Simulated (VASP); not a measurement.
PtSe2: relaxation of shape and atoms at fixed volume with PBEsol

PtSe2:

```
Pt Se
1.0
     3.71231    0.00000    0.00000
    -1.85616    3.21496    0.00000
     0.00000    0.00000    4.69152
Pt Se
1 2
Direct
  0.00000 0.00000 0.00000
  0.33333 0.66667 0.26686
  0.66667 0.33333 0.73314
```

| Quantity | Value |
| --- | --- |
| Program | VASP 6.6.1 |
| Task | relaxation of shape and atoms at fixed volume |
| Functional | PBEsol |
| Potentials or basis | VASP PAW PBE potentials, release 64 (Pt, Se) |
| Cutoff | 600 eV |
| k mesh | 12 × 12 × 8 |
| Occupations | gaussian, width 0.1 eV |
| Spin | no spin polarisation |
| Dipole correction | no |
| Further INCAR settings | ALGO = Normal; EDIFF = 1e-06; IBRION = 2; EDIFFG = -0.01; NSW = 50; ISIF = 4 |

- Energy gained by relaxing: 4.4 meV/atom
- Ionic steps: 6
- Pressure after relaxing: 4.4 GPa
- Band gap on the k mesh: zero (bands 11 and 12 overlap by 0.97 eV)

The path:
| step | energy change (eV) | largest force (eV/Å) | pressure (GPa) | volume (Å³) |
| --- | --- | --- | --- | --- |
| 1 | 0.0000 | 0.3582 | 6.71 | 55.99 |
| 2 | -0.0109 | 0.1206 | 5.27 | 55.99 |
| 3 | -0.0127 | 0.0333 | 4.39 | 55.99 |
| 4 | -0.0128 | 0.0256 | 4.43 | 55.99 |
| 5 | -0.0130 | 0.0118 | 4.40 | 55.99 |
| 6 | -0.0131 | 0.0019 | 4.38 | 55.99 |

Final structure:
```
Pt Se
1.0
     3.73683    0.00000    0.00000
    -1.86842    3.23619    0.00000
     0.00000    0.00000    4.63015
Pt Se
1 2
Direct
  0.00000 0.00000 0.00000
  0.33333 0.66667 0.27249
  0.66667 0.33333 0.72751
```

Levels at points of the mesh, in eV from the Fermi level:
| k point | band 9 | band 10 | band 11 | band 12 | band 13 | band 14 |
| --- | --- | --- | --- | --- | --- | --- |
| (0.00, 0.00, 0.00) | -1.05 | -1.05 | 0.90 | 0.90 | 0.97 | 2.98 |
| (0.50, 0.00, 0.00) | -3.46 | -3.39 | -3.04 | 0.46 | 2.79 | 5.23 |
| (0.00, 0.00, 0.50) | -1.96 | -1.96 | -1.72 | 2.53 | 2.53 | 5.00 |
| (0.50, 0.00, 0.50) | -3.19 | -2.65 | -1.07 | 0.42 | 1.58 | 4.84 |

It took 7 min on 1 thread of Intel Xeon 8259CL (shared host), peak memory 0.3 GiB.

Caveat: the PAW data sets were made with another functional, which shifts forces and pressure a little; spin-orbit coupling is left out, which moves the levels of the heavy elements.
